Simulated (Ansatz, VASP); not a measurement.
## Two plane-wave programs on Rb3N

```
Rb N
1.0
     4.33577    0.00000    0.00000
    -2.16789    3.75489    0.00000
     0.00000    0.00000   12.73237
Rb N
3 1
Direct
  0.33333 0.66667 0.63250
  0.00000 0.00000 0.00000
  0.33333 0.66667 0.36750
  0.00000 0.00000 0.50000
```

Change from the starting cell: species swapped into the MgSc3 type (P-6m2, No. 187).

Alike in both runs: functional PBE; k mesh 6 × 6 × 2; occupations gaussian, width 0.1 eV; collinear spin.

Ansatz relaxed the structure, and its values are those at the end. VASP's run is a single point on that final structure, the one shown.

|  | VASP | Ansatz |
| --- | --- | --- |
| version | VASP 6.6.1 | Ansatz 0.2.0 |
| potentials or method | VASP PAW PBE potentials, release 64 (Rb_sv, N), cutoff 520 eV | scalar-relativistic, plane waves, PAW |
| valence electrons in the cell | 32 | 32 |

Ansatz gave:

- gap on the k mesh at the Fermi level (eV): none
- pressure (GPa): 0.1
- rms of the force components (eV/Å): 0.000
- net moment per atom (μB): 0.31
- size of the moment on the site where the two differ most (μB): 1.30

Question: Estimate VASP's values.

Answer: gap on the k mesh at the Fermi level (eV): none; pressure (GPa): 0.1; rms of the force components (eV/Å): 0.004; net moment per atom (μB): 0.31; size of the moment on the site where the two differ most (μB): 0.88.

Site moments also hang on the region over which each program counts them. A gap of «none» marks a metal or a gap that the smearing closes.
